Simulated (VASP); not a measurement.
Here is a VASP 6.6.1 calculation.

The input INCAR:

```
SYSTEM = ScCu
  ALGO = Normal
  EDIFF = 1E-8
  ENCUT = 520
  GGA = CA
  ISIF = 2
  ISMEAR = -1
  LASPH = .TRUE.
  LCHARG = .FALSE.
  LEFG = .TRUE.
  LREAL = .FALSE.
  LWAVE = .FALSE.
  NBANDS = 18
  NELM = 80
  PREC = Accurate
  SIGMA = 0.05
```

The input KPOINTS:

```
k-points
0
G
  11 11 11
  0 0 0
```

Contents of POSCAR:

```
ScCu
1.0
    3.2885600000      0.0000000000      0.0000000000
    0.0000000000      3.2885600000      0.0000000000
    0.0000000000      0.0000000000      3.2560000000
Sc Cu
1 1
Direct
    0.5000000000      0.5000000000      0.5000000000
    0.0000000000      0.0000000000      0.0000000000
```

Potentials or basis: VASP PAW LDA potentials, release 64 (Sc_sv, Cu).

Run with:

```bash
$ cat potpaw_LDA.64/Sc_sv/POTCAR potpaw_LDA.64/Cu/POTCAR > POTCAR
$ mpirun -np 1 vasp_std > vasp.out
```

(1) What does it give for the pressure?

(2) Estimate the band gap on the k mesh.

Answers

(1) -8.6 GPa.

(2) zero (bands 11 and 12 overlap by 1.75 eV).

Caveat: the cell differs from its parent crystal (equal xx and yy strain of +1 %); the cell stands under tension; without QUAD_EFG the Cq values of the log hold for a quadrupole moment of 1 mb, not for the nuclei.
